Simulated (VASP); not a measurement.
A run of VASP 6.6.1:

File INCAR:

```
SYSTEM = Cl
  PREC = Accurate
  ENCUT = 520
  EDIFF = 1E-6
  ISMEAR = -1
  SIGMA = 0.05
  LREAL = Auto
  LASPH = .TRUE.
  NELM = 100
  ALGO = Normal
  ISIF = 2
  LWAVE = .FALSE.
  LCHARG = .FALSE.
  GGA = PE
  IVDW = 12
  NBANDS = 86
```

File KPOINTS:

```
regular mesh
0
G
  1 1 1
  0 0 0
```

File POSCAR:

```
Cl
1.0
    9.9159620000      0.0000000000      0.0000000000
    0.0000000000      9.9159620000      0.0000000000
    0.0000000000      0.0000000000      9.9159620000
Cl
20
Direct
    0.7489137211      0.0255144181      0.4899272506
    0.8775144560      0.1065151319      0.6451315566
    0.4907037764      0.6847747097      0.1768764342
    0.6747302985      0.5959784840      0.1648654967
    0.2912576712      0.3337346392      0.4432651113
    0.2766549529      0.4145941665      0.2619614718
    0.4882330126      0.8428229152      0.9425409254
    0.4850260620      0.9727649219      0.7799747518
    0.2566165542      0.5423477823      0.9154835406
    0.1170133568      0.6001535706      1.0447196147
    0.4457762141      0.4916416582      0.6942846292
    0.4673374101      0.2944646218      0.7489439754
    0.8980570922      0.8904632753      0.1442825215
    0.8467862221      0.9761634827     -0.0264119608
    0.3221170069     -0.0282877244      0.3743761826
    0.2732059683      0.0485681571      0.1927397463
    0.6678524988      0.4198483213      0.4764237701
    0.8795314060      0.3911471222      0.4656330873
    0.9325166837      0.6854503880      0.6030781481
    1.1267086340      0.6822535221      0.5647056735
```

Potentials or basis: VASP PAW PBE potentials, release 64 (Cl).

Launch:

```console
$ cat potpaw_PBE.64/Cl/POTCAR > POTCAR
$ mpirun -np 1 vasp_gam > vasp.out
```

Hardware: 1 thread of Intel(R) Xeon(R) Platinum 8488C (Sapphire Rapids), on a shared host.

Estimate the wall time of this run.

It took 120 s on 1 thread of Intel(R) Xeon(R) Platinum 8488C (Sapphire Rapids), on a shared host, peak memory 0.81 GiB. Counts: scf iterations 18, k points 1.
